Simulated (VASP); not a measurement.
# MgPb2Se3 in VASP: further runs

The runs below take MgPb2Se3 through single point, relaxation of cell and atoms, with PBEsol, r2SCAN+rVV10.

Everything below comes from runs of VASP 6.6.1. Logs are shortened: lines on timing, memory, paths and dates and some standing lists are left out, and cuts for length are marked.

### Step 1. The cell of the first run

It takes space group P-3m1 (No. 164, trigonal). The conventional cell has a = 4.156 Å, b = 4.156 Å, c = 10.319 Å, α = 90.00°, β = 90.00°, γ = 120.00°. Mg (site symmetry -3m) has 6 Se at 2.80 Å within 3.7 Å. Within 4.0 Å of Pb (site symmetry 3m) lie 6 Se at 3.02 to 3.05 Å. Within 3.7 Å of Se (site symmetry 3m) lie 3 Mg at 2.80 Å and 3 Pb at 3.05 Å. Se (site symmetry -3m) has 6 Pb at 3.02 Å within 4.0 Å.

### Step 2. Single point, PBEsol

Contents of INCAR:

```
  PREC = Accurate
  ENCUT = 520
  EDIFF = 1E-6
  ISMEAR = -1
  SIGMA = 0.03
  LREAL = False
  LASPH = True
  NELM = 100
  ALGO = Normal
  ISIF = 2
  LWAVE = False
  LCHARG = False
  GGA = PS
  NBANDS = 33
```

Contents of KPOINTS:

```
regular mesh
0
Gamma
  6 6 2
```

Contents of POSCAR:

```
MgPb2Se3
1.0
    4.1564162945      0.0000000000      0.0000000000
   -2.0782081473      3.5995620998      0.0000000000
    0.0000000000      0.0000000000     10.3187604067
Mg Pb Se
1 2 3
Direct
    0.0000000000      0.0000000000      0.0000000000
    0.3333333333      0.6666666667      0.6773169132
    0.6666666667      0.3333333333      0.3226830868
    0.3333333333      0.6666666667      0.1396076121
    0.6666666667      0.3333333333      0.8603923879
    0.0000000000      0.0000000000      0.5000000000
```

Potentials or basis: VASP PAW PBE potentials, release 64 (Mg, Pb_d, Se).

The run is started by

```
> cat potpaw_PBE.64/Mg/POTCAR potpaw_PBE.64/Pb_d/POTCAR potpaw_PBE.64/Se/POTCAR > POTCAR
> mpirun -np 1 vasp_std > vasp.out
```

OUTCAR:

```text
PREC = Accurate
   ENCUT = 520
   EDIFF = 1E-6
   ISMEAR = -1
   LREAL = False
   LASPH = True
   NELM = 100
   ISIF = 2
   GGA = PS

 ion  position               nearest neighbor table
   1  0.000  0.000  0.000-   4 2.80   5 2.80   5 2.80   4 2.80   5 2.80   4 2.80
   2  0.333  0.667  0.677-   6 3.02   6 3.02   6 3.02   5 3.05   5 3.05   5 3.05
   3  0.667  0.333  0.323-   6 3.02   6 3.02   6 3.02   4 3.05   4 3.05   4 3.05
   4  0.333  0.667  0.140-   1 2.80   1 2.80   1 2.80   3 3.05   3 3.05   3 3.05
   5  0.667  0.333  0.860-   1 2.80   1 2.80   1 2.80   2 3.05   2 3.05   2 3.05
   6  0.000  0.000  0.500-   2 3.02   3 3.02   3 3.02   2 3.02   3 3.02   2 3.02

  LATTYP: Found a hexagonal cell.
 ALAT       =     4.1564162945
 C/A-ratio  =     2.4826099398

  Lattice vectors:

 A1 = (   4.1564162945,   0.0000000000,   0.0000000000)
 A2 = (  -2.0782081473,   3.5995620998,   0.0000000000)
 A3 = (   0.0000000000,   0.0000000000,  10.3187604067)

Analysis of symmetry for initial positions (statically):
=====================================================================
 Subroutine PRICEL returns:
 Original cell was already a primitive cell.

 Routine SETGRP: Setting up the symmetry group for a
 hexagonal supercell.

 Subroutine GETGRP returns: Found 12 space group operations
 (whereof 12 operations were pure point group operations)
 out of a pool of 24 trial point group operations.

The static configuration has the point symmetry D_3d.

Analysis of symmetry for dynamics (positions and initial velocities):
=====================================================================
 Subroutine PRICEL returns:
 Original cell was already a primitive cell.

 Routine SETGRP: Setting up the symmetry group for a
 hexagonal supercell.

 Subroutine GETGRP returns: Found 12 space group operations
 (whereof 12 operations were pure point group operations)
 out of a pool of 24 trial point group operations.

The dynamic configuration has the point symmetry D_3d.

 Subroutine INISYM returns: Found 12 space group operations
 (whereof 12 operations are pure point group operations),
 and found     1 'primitive' translations

----------------------------------------------------------------------------------------

                                     Primitive cell

[... 79 lines left out ...]
   ISTART =      0    job   : 0-new  1-cont  2-samecut
   ICHARG =      2    charge: 1-file 2-atom 10-const
   ISPIN  =      1    spin polarized calculation?
   LNONCOLLINEAR =      F non collinear calculations
   LSORBIT =      F    spin-orbit coupling
   LASPH  =      T    aspherical Exc in radial PAW
   ENCUT  =  520.0 eV  38.22 Ry    6.18 a.u.   7.73  7.73 19.19*2*pi/ulx,y,z
   NELM   =    100;   NELMIN=  2; NELMDL= -5     # of ELM steps
   EDIFF  = 0.1E-05   stopping-criterion for ELM
   LREAL  =      F    real-space projection
[... 7 lines left out ...]
   TEBEG  =    0.0;   TEEND  =   0.0 temperature during run
   PSTRESS=    0.0 pullay stress
   NELECT =      48.0000    total number of electrons
   NUPDOWN=      -1.0000    fix difference up-down
   EMIN   =  10.00;   EMAX   =-10.00  energy-range for DOS
   EFERMI =   0.00;   METHOD = LEGACY
   ISMEAR =    -1;   SIGMA  =   0.03  broadening in eV -4-tet -1-fermi 0-gaus
   EFERMI_NEDOS =   21; number of points for ismear=-14 and -15
   IALGO  =     38    algorithm
   IMIX   =      4    mixing-type and parameters
     AMIX     =   0.40;   BMIX     =  1.00
     AMIX_MAG =   1.60;   BMIX_MAG =  1.00
  volume/ion in A,a.u.               =      25.73       173.64
  Fermi-wavevector in a.u.,A,eV,Ry     =   1.109064  2.095827 16.735470  1.230022
  Thomas-Fermi vector in A             =   2.245599
   LORBIT       =      0    0 simple, 1 ext, 2 COOP (PROOUT), +10 PAW based schemes
   GGA     = PS    functional components
   LHFCALC =     F    Hartree Fock is set to
   AEXX    =    0.0000 exact exchange contribution
   IVDW    =     0    specifies the selected vdW correction
   LEPSILON=     F    determine dielectric tensor
   LRPA    =     F    only Hartree local field effects (RPA)
 non-spin polarized calculation
  energy-cutoff  :      520.00
  volume of cell :      154.38
 maximum number of plane-waves:      4214
 NGX is ok and might be reduce to    32
   NGX = 15   NGY = 15   NGZ = 39

 number of electron      48.0000004 magnetization

 Free energy of the ion-electron system (eV)
  ---------------------------------------------------
  ext. energy  EPLUGINS =         0.00000000
  ---------------------------------------------------
  free energy    TOTEN  =       -25.71960761 eV

  energy without entropy =      -25.71949142  energy(sigma->0) =      -25.71954951

 E-fermi :   5.2141     XC(G=0):  -9.7282

 val. band max:        5.0806420085   @ k =   0.0000   0.0000   0.0000
 cond. band min:       5.3810849405   @ k =   0.5000   0.0000   0.5000
 fundamental gap:      0.3004429319
 Fermi energy:         5.2141164668

 k-point     1 :       0.0000    0.0000    0.0000
  band No.  band energies     occupation
      1     -12.0761      2.00000
      2     -12.0761      2.00000
      3     -12.0659      2.00000
      4     -12.0659      2.00000
      5     -12.0492      2.00000
      6     -12.0442      2.00000
[... 493 lines left out ...]
     32      11.2926      0.00000
     33      11.4906      0.00000

------------------------ aborting loop because EDIFF is reached ----------------------------------------

  FORCE on cell =-STRESS in cart. coord.  units (eV):
  Direction    XX          YY          ZZ          XY          YZ          ZX
  --------------------------------------------------------------------------------------
  -------------------------------------------------------------------------------------
  Total       -0.0271476     -0.0271476     -0.0515437      0.0000000     -0.0000000      0.0000000
  in kB       -0.2817387     -0.2817387     -0.5349218      0.0000000     -0.0000000      0.0000000
  external PRESSURE =      -0.3661331 kB  Pullay stress =       0.0000000 kB

 VOLUME and BASIS-vectors are now :
 -----------------------------------------------------------------------------
  energy-cutoff  :      520.00
  volume of cell :      154.38
      direct lattice vectors                 reciprocal lattice vectors
     4.156416294  0.000000000  0.000000000     0.240591878  0.138905785  0.000000000
    -2.078208147  3.599562100  0.000000000     0.000000000  0.277811570  0.000000000
     0.000000000  0.000000000 10.318760407     0.000000000  0.000000000  0.096910865

 POSITION                                       TOTAL-FORCE (eV/Angst)
 -----------------------------------------------------------------------------------
      0.00000      0.00000      0.00000        -0.000000      0.000000      0.000000
     -0.00000      2.39971      6.98907        -0.000000      0.000000     -0.003779
      2.07821      1.19985      3.32969         0.000000      0.000000      0.003779
     -0.00000      2.39971      1.44058         0.000000     -0.000000     -0.017572
      2.07821      1.19985      8.87818         0.000000      0.000000      0.017572
      0.00000      0.00000      5.15938        -0.000000      0.000000      0.000000
 -----------------------------------------------------------------------------------
    total drift:                               -0.000000      0.000000      0.000000

  FREE ENERGIE OF THE ION-ELECTRON SYSTEM (eV)
  ---------------------------------------------------
  free  energy   TOTEN  =       -25.7196076137 eV

  energy  without entropy=      -25.7194914155  energy(sigma->0) =      -25.71954951
```

OSZICAR:

```text
N       E                     dE             d eps       ncg     rms          rms(c)
DAV:   1     0.468795736342E+03    0.46880E+03   -0.21345E+04   924   0.144E+03
DAV:   2     0.292614229521E+02   -0.43953E+03   -0.41633E+03   951   0.377E+02
DAV:   3    -0.240978921632E+02   -0.53359E+02   -0.50782E+02  1263   0.146E+02
DAV:   4    -0.265056302973E+02   -0.24077E+01   -0.23932E+01  1088   0.324E+01
DAV:   5    -0.265989074284E+02   -0.93277E-01   -0.93222E-01  1311   0.693E+00    0.480E+00
DAV:   6    -0.257695380636E+02    0.82937E+00   -0.11203E+00  1300   0.755E+00    0.273E+00
DAV:   7    -0.257231261558E+02    0.46412E-01   -0.41831E-01  1240   0.266E+00    0.143E+00
DAV:   8    -0.257212441150E+02    0.18820E-02   -0.39065E-02  1293   0.190E+00    0.209E-01
DAV:   9    -0.257195186159E+02    0.17255E-02   -0.44601E-03  1319   0.752E-01    0.758E-02
DAV:  10    -0.257195939124E+02   -0.75297E-04   -0.60951E-04  1019   0.116E-01    0.432E-02
DAV:  11    -0.257196104951E+02   -0.16583E-04   -0.55160E-05  1391   0.426E-02    0.914E-03
DAV:  12    -0.257196079729E+02    0.25222E-05   -0.13623E-05  1191   0.193E-02    0.348E-03
DAV:  13    -0.257196076137E+02    0.35919E-06   -0.17322E-06   765   0.148E-02
   1 F= -.25719608E+02 E0= -.25719550E+02  d E =-.116198E-03
```

Wall time 30 s (1 thread of Intel Xeon 6975P-C (Granite Rapids), shared host); peak memory 0.3 GiB.

What came out:

```yaml
Free_energy: -25.7196 eV
Pressure: 0.0 GPa
Largest_force: 0.018 eV/Å
Band_gap_on_the_k_mesh: 0.30 eV, indirect (least direct gap 0.44 eV)
```

Forces in eV/Å, atoms in the order of the input:
```
Mg   0.000  0.000  0.000
Pb   0.000  0.000 -0.004
Pb   0.000  0.000  0.004
Se   0.000  0.000 -0.018
Se   0.000  0.000  0.018
Se   0.000  0.000  0.000
```

Levels at points of the mesh, in eV from the valence-band top:
| k point | band 20 | band 21 | band 22 | band 23 | band 24 | band 25 | band 26 | band 27 | band 28 | band 29 |
| --- | --- | --- | --- | --- | --- | --- | --- | --- | --- | --- |
| (0.00, 0.00, 0.00) | -1.95 | -1.95 | -1.55 | -1.55 | 0.00 | 0.44 | 2.06 | 2.23 | 2.23 | 3.16 |
| (0.50, 0.00, 0.00) | -3.06 | -3.06 | -2.34 | -2.27 | -1.19 | 0.81 | 1.53 | 2.36 | 2.45 | 3.12 |
| (0.00, 0.00, 0.50) | -1.78 | -1.63 | -1.63 | -1.15 | -1.11 | 0.96 | 2.00 | 2.08 | 2.08 | 3.52 |
| (0.50, 0.00, 0.50) | -3.01 | -2.47 | -2.25 | -1.73 | -1.73 | 0.30 | 1.86 | 1.99 | 2.50 | 3.74 |

Caveat: the PAW data sets were made with another functional, which shifts forces and pressure a little; spin-orbit coupling is left out, which moves the levels of the heavy elements. A k mesh can miss the band edges.

### Step 3. Single point, r2SCAN+rVV10

This run uses another cell than the first one, of 26.07 Å³/atom, 1.013 times its volume.

Contents of POSCAR:

```
MgPb2Se3
1.0
    4.1666307767      0.0000000000      0.0000000000
   -2.0833153884      3.6084081008      0.0000000000
    0.0000000000      0.0000000000     10.4036459953
Mg Pb Se
1 2 3
Direct
    0.0000000000      0.0000000000      0.0000000000
    0.3333333333      0.6666666667      0.6775381002
    0.6666666667      0.3333333333      0.3224618998
    0.3333333333      0.6666666667      0.1390768413
    0.6666666667      0.3333333333      0.8609231587
    0.0000000000      0.0000000000      0.5000000000
```

Contents of INCAR.step1:

```
SYSTEM = MgPb2Se3
ALGO = Normal ; EDIFF = 1E-4
ENCUT = 520 ; GGA = PE
ISMEAR = -1 ; LASPH = .True.
LCHARG = .False. ; LREAL = .False.
LWAVE = .True. ; NBANDS = 33
NELM = 60 ; PREC = Accurate
SIGMA = 0.03
```

Contents of INCAR.step2:

```
SYSTEM = MgPb2Se3
ALGO = Normal ; BPARAM = 11.95
CPARAM = 0.0093 ; EDIFF = 1E-7
ENCUT = 520 ; ISIF = 2
ISMEAR = -1 ; ISTART = 1
IVDW_NL = 2 ; LASPH = .True.
LCHARG = .True. ; LELF = .True.
LMIXTAU = .True. ; LREAL = .False.
LUSE_VDW = .True. ; LVHAR = .True.
LWAVE = .False. ; METAGGA = R2SCAN
NBANDS = 33 ; NELM = 60
PREC = Accurate ; SIGMA = 0.03
```

Contents of KPOINTS:

```
k-points
0
Gamma
  6 6 2
  0 0 0
```

Potentials or basis: VASP PAW PBE potentials, release 64 (Mg, Pb_d, Se).

The run is started by

```
> cat potpaw_PBE.64/Mg/POTCAR potpaw_PBE.64/Pb_d/POTCAR potpaw_PBE.64/Se/POTCAR > POTCAR
> cp INCAR.step1 INCAR
> mpirun -np 1 vasp_std > vasp.out
> cp INCAR.step2 INCAR
> mpirun -np 1 vasp_std > vasp.out
```

Run time: 4.6 min. Hardware: 1 thread of Intel Xeon 6975P-C (Granite Rapids), shared host; peak memory 0.63 GiB.

Results (log left out):

- Free energy: -163.6967 eV
- Pressure: 0.1 GPa
- Largest force: 0.029 eV/Å
- Band gap on the k mesh: 0.64 eV, indirect (least direct gap 0.92 eV)

Forces on the atoms (eV/Å):
```
Mg   0.000  0.000  0.000
Pb   0.000  0.000  0.005
Pb   0.000  0.000 -0.005
Se   0.000  0.000 -0.029
Se   0.000  0.000  0.029
Se   0.000  0.000  0.000
```

Levels at points of the mesh, in eV from the valence-band top:
```
           k point  band 20  band 21  band 22  band 23  band 24  band 25  band 26  band 27  band 28  band 29
(0.00, 0.00, 0.00)    -2.05    -2.05    -1.64    -1.64     0.00     0.92     2.52     2.53     2.53     3.49
(0.50, 0.00, 0.00)    -3.15    -3.07    -2.43    -2.34    -1.23     1.19     1.76     2.60     2.82     3.57
(0.00, 0.00, 0.50)    -1.89    -1.71    -1.71    -1.10    -1.09     1.36     2.39     2.39     2.44     3.82
(0.50, 0.00, 0.50)    -3.09    -2.52    -2.25    -1.84    -1.83     0.64     2.13     2.27     2.92     4.18
```

Caveat: the PAW data sets were made with another functional, which shifts forces and pressure a little; spin-orbit coupling is left out, which moves the levels of the heavy elements. A k mesh can miss the band edges.

[end of part 1 of 2]
